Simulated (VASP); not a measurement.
Input of a VASP 6.6.1 run:

The input INCAR:

```
PREC = Accurate ; ENCUT = 520
EDIFF = 1E-8 ; ISMEAR = -1
SIGMA = 0.03 ; LREAL = F
LASPH = T ; NELM = 80
ALGO = Normal ; ISIF = 2
LWAVE = F ; LCHARG = F
GGA = PE ; LEFG = T
NBANDS = 7
```

File KPOINTS:

```
Automatic mesh
0
Gamma
  23 23 23
```

File POSCAR:

```
Be
1.0
   -1.2572841744      1.2572841744      1.2572841744
    1.2572841744     -1.2572841744      1.2572841744
    1.2572841744      1.2572841744     -1.2572841744
Be
1
Direct
    0.0000000000      0.0000000000      0.0000000000
```

Potentials or basis: VASP PAW PBE potentials, release 64 (Be).

Command:

```sh
$ cat potpaw_PBE.64/Be/POTCAR > POTCAR
$ mpirun -np 1 vasp_std > vasp.out
```

Predict the pressure.

-1.9 GPa.

Estimate the band gap on the k mesh.

zero (band 1 reaches 11.35 eV, above the bottom of band 2 at 6.54 eV).

Caveat: without QUAD_EFG the Cq values of the log hold for a quadrupole moment of 1 mb, not for the nuclei.
